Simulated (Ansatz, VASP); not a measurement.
**One calculation of Ba, two programs**

```xyz
1
Lattice="-2.5065 2.5065 2.5065 2.5065 -2.5065 2.5065 2.5065 2.5065 -2.5065" Properties=species:S:1:pos:R:3 pbc="T T T"
Ba    0.0000    0.0000    0.0000
```

Alike in both runs: functional r2SCAN; dispersion D3(BJ); k mesh 8 × 8 × 8; occupations fermi-dirac, width 0.1 eV; no spin polarisation.

|  | VASP | Ansatz |
| --- | --- | --- |
| version | VASP 6.6.1 | Ansatz 0.2.0 |
| potentials or method | VASP PAW PBE potentials, release 64 (Ba_sv) | PseudoDojo stringent (PBE files) |
| plane-wave cutoff (eV) | 550 | 770 |
| valence electrons in the cell | 10 | 10 |
| task | single point | density of states |

```csv
,VASP,Ansatz,Ansatz less VASP
gap on the k mesh at the Fermi level (eV),none,none,-
pressure (GPa),0.1,-0.1,-0.22
```

VASP's potentials were made for PBE, not for r2SCAN. A gap of «none» marks a metal or a gap that the smearing closes.

Spin-orbit coupling is off throughout. Noted on Ansatz's run: the meta-GGA runs on potentials made for a GGA.
